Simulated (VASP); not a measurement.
Input of a VASP 6.6.1 run:

File INCAR:

```
SYSTEM = Ti
PREC = Accurate
ENCUT = 600
EDIFF = 1E-7
ISMEAR = -1
SIGMA = 0.05
LREAL = .False.
LASPH = .True.
NELM = 100
ALGO = Normal
ISIF = 3
LWAVE = .False.
LCHARG = .False.
GGA = PS
IBRION = 2
NSW = 80
EDIFFG = -0.02
PSTRESS = 200.0
```

Contents of KPOINTS:

```
Automatic mesh
0
Gamma
  11 11 11
  0 0 0
```

File POSCAR:

```
Ti
1.0
   -1.6410000000      1.6410000000      1.6410000000
    1.6410000000     -1.6410000000      1.6410000000
    1.6410000000      1.6410000000     -1.6410000000
Ti
1
Direct
    0.0000000000      0.0000000000      0.0000000000
```

Potentials or basis: VASP PAW PBE potentials, release 64 (Ti_sv).

Command:

```sh
$ cat potpaw_PBE.64/Ti_sv/POTCAR > POTCAR
$ mpirun -np 1 vasp_std > vasp.out
```

**Question.** Estimate the band gap on the k mesh.

**Answer.** Zero (band 6 reaches 11.24 eV, above the bottom of band 7 at 9.32 eV).

**Question.** Estimate the relaxed volume.

**Answer.** 14.33 Å³/atom.

**Question.** What does it give for the relaxed cell?

**Answer.** a = 2.650 Å, b = 2.650 Å, c = 2.650 Å, α = 109.47°, β = 109.47°, γ = 109.47°.

Final structure:
```yaml
crystal:
  lattice:
    - [-1.52997, 1.52997, 1.52997]
    - [1.52997, -1.52997, 1.52997]
    - [1.52997, 1.52997, -1.52997]
  atoms:
    - { symbol: Ti, position: [0.00000, 0.00000, 0.00000] }
```

Caveat: the cell is relaxed towards a set pressure, so the enthalpy falls and the energy may rise; the volume moved by over 15 % at a fixed basis, so the end points are rough; the PAW data sets were made with another functional, which shifts forces and pressure a little.
